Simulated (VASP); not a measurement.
Input of a VASP 6.6.1 run:

INCAR

```
SYSTEM = Ag
ALGO = Normal
EDIFF = 1E-6
ENCUT = 520
GGA = PE
ISIF = 2
ISMEAR = -1
LASPH = .True.
LCHARG = .False.
LREAL = .False.
LWAVE = .False.
NBANDS = 30
NELM = 60
PREC = Accurate
SIGMA = 0.05
```

File KPOINTS:

```
k-points
0
Gamma
  14 14 1
  0 0 0
```

The input POSCAR:

```
Ag
1.0
    2.9322829450      0.0000000000      0.0000000000
   -1.4661414725      2.5394315215      0.0000000000
    0.0000000000      0.0000000000     23.1826000000
Ag
4
Direct
    0.0000000000      0.0000000000      0.3462808475
    0.3333333333      0.6666666667      0.4490450075
    0.6666666667      0.3333333333      0.5509549916
    0.0000000000      0.0000000000      0.6537191526
```

Potentials or basis: VASP PAW PBE potentials, release 64 (Ag).

Run with:

```console
$ cat potpaw_PBE.64/Ag/POTCAR > POTCAR
$ mpirun -np 1 vasp_std > vasp.out
```

Task: What does it give for the largest force?

Result: 0.012 eV/Å.

Task: What does it give for the band gap on the k mesh?

Result: Zero (band 22 reaches 3.54 eV, above the bottom of band 23 at -2.35 eV).

Forces on the atoms (eV/Å):
```
Ag   0.000  0.000  0.012
Ag   0.000  0.000 -0.002
Ag   0.000  0.000  0.002
Ag   0.000  0.000 -0.012
```
